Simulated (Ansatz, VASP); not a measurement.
One calculation of BaZrO3, two programs

Contents of INCAR:

```
SYSTEM = BaZrO3
ALGO = Normal
EDIFF = 1E-6
ENCUT = 520
GGA = PE
ISIF = 2
ISMEAR = -1
LASPH = .True.
LCHARG = .True.
LELF = .True.
LREAL = .False.
LVHAR = .True.
LWAVE = .False.
NBANDS = 28
NELM = 80
PREC = Accurate
SIGMA = 0.02
```

File KPOINTS:

```
k-points
0
Gamma
  6 6 6
  0 0 0
```

POSCAR

```
BaZrO3
1.0
    4.2053404461      0.0000000000      0.0000000000
    0.0000000000      4.2053404461      0.0000000000
    0.0000000000      0.0000000000      4.2053404461
Ba Zr O
1 1 3
Direct
    0.0000000000      0.0000000000      0.0000000000
    0.5000000000      0.5000000000      0.5000000000
    0.5000000000      0.0000000000      0.5000000000
    0.5000000000      0.5000000000      0.0000000000
    0.0000000000      0.5000000000      0.5000000000
```

Input for Ansatz:

```yaml
crystal:
  lattice:
    - [4.2053404461, 0.0, 0.0]
    - [0.0, 4.2053404461, 0.0]
    - [0.0, 0.0, 4.2053404461]
  atoms:
    - { symbol: Ba, position: [0.0, 0.0, 0.0] }
    - { symbol: Zr, position: [0.5, 0.5, 0.5] }
    - { symbol: O, position: [0.5, 0.0, 0.5] }
    - { symbol: O, position: [0.5, 0.5, 0.0] }
    - { symbol: O, position: [0.0, 0.5, 0.5] }
kpoints:
  mp_grid: { grid: [6, 6, 6] }
  band_path:
    path:
      - [[0.0, 0.0, 0.0], [1.189065470743e-50, 0.5, 4.194774764182e-69], [0.5, 0.5, 3.053149471969e-35], [0.0, 0.0, 0.0], [0.5, 0.5, 0.5], [1.189065470743e-50, 0.5, 4.194774764182e-69]]
      - [[0.5, 0.5, 0.5], [0.5, 0.5, 3.053149471969e-35]]
    npoints: 10
hamiltonian:
  xc: pbe
scf:
  occupations: { method: fermi_dirac, width: 0.02 }
  n_extra_bands: 5
output:
  forces: true
  stress: true
  eigenvalues: true
  write_density: true
  write_potential: true
  elf: true
  volumetric_format: npy
```

Alike in both runs: task single point; functional PBE; k mesh 6 × 6 × 6; occupations fermi-dirac, width 0.02 eV; no spin polarisation.

```csv
,VASP,Ansatz
version,VASP 6.6.1,Ansatz 0.2.0
potentials or method,"VASP PAW PBE potentials, release 64 (Ba_sv, Zr_sv, O)","plane waves, PAW"
plane-wave cutoff (eV),520,420
valence electrons in the cell,40,40
```

```csv
,VASP,Ansatz,Ansatz less VASP
gap on the k mesh at the Fermi level (eV),3.17,3.22,+0.050
pressure (GPa),3.4,2.4,-1.00
```

With one functional, cell and mesh, what is left measures potentials, basis and numerics.

Spin-orbit coupling is off throughout.
